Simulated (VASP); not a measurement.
**CdF2: single point with PBE**

CdF2:

```
Cd F
1.0
     0.00000    2.69400    2.69400
     2.69400    0.00000    2.69400
     2.69400    2.69400    0.00000
Cd F
1 2
Direct
  0.00000 0.00000 0.00000
  0.25000 0.25000 0.25000
  0.75000 0.75000 0.75000
```

| Item | Value |
| --- | --- |
| Program | VASP 6.6.1 |
| Task | single point |
| Functional | PBE |
| Potentials or basis | VASP PAW PBE potentials, release 64 (Cd, F) |
| Cutoff | 520 eV |
| k mesh | 10 × 10 × 10 |
| Occupations | fermi-dirac, width 0.03 eV |
| Spin | no spin polarisation |
| Dipole correction | no |
| k mesh for the DOS | 15 × 15 × 15 |
| Occupations for the DOS | tetrahedron |
| Further INCAR settings | ALGO = Normal; EDIFF = 1e-07; NBANDS = 20 |

| Item | Value |
| --- | --- |
| Valence electrons inside the program's atomic spheres | Cd 10.12; F 6.08 |

Levels at points of the mesh, in eV from the valence-band top:
```csv
k point,band 11,band 12,band 13,band 14,band 15,band 16
"(0.00, 0.00, 0.00)",-0.49,-0.49,-0.49,3.08,12.72,12.72
```

It took 100 s on 1 thread of Intel Xeon 8259CL (shared host), peak memory 0.21 GiB.
